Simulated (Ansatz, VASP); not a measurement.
**Two plane-wave programs on CaO**

```
Ca O
1.0
     0.00000    2.44900    2.44900
     2.44900    0.00000    2.44900
     2.44900    2.44900    0.00000
Ca O
1 1
Direct
  0.96172 0.03828 0.03828
  0.50000 0.50000 0.50000
```

Change from the starting cell: all Ca atoms moved +0.188 Å, as atom 1 along Cartesian [1 0 0].

Alike in both runs: task single point; functional PBE; k mesh 8 × 8 × 8; occupations gaussian, width 0.05 eV; no spin polarisation.

```csv
,VASP,Ansatz
version,VASP 6.6.1,Ansatz 0.2.0
potentials or method,"VASP PAW PBE potentials, release 64 (Ca_sv, O), cutoff 520 eV","scalar-relativistic, plane waves, PAW"
valence electrons in the cell,16,16
```

VASP gave:

| Property | Result |
| --- | --- |
| gap on the k mesh at the Fermi level (eV) | 3.76 |
| least direct gap on the mesh (eV) | 4.06 |
| pressure (GPa) | -2.2 |
| traceless stress, the component that is largest in VASP (GPa) | 2.87 |
| rms of the force components (eV/Å) | 0.312 |

What did Ansatz give for the same quantities?

gap on the k mesh at the Fermi level (eV): 3.77; least direct gap on the mesh (eV): 4.07; pressure (GPa): -2.7; traceless stress, the component that is largest in VASP (GPa): 2.74; rms of the force components (eV/Å): 0.296.

Atom by atom the forces differ by 0.016 eV/Å (rms over components). The functional is the same, so the differences come from potentials, cutoffs and numerics.
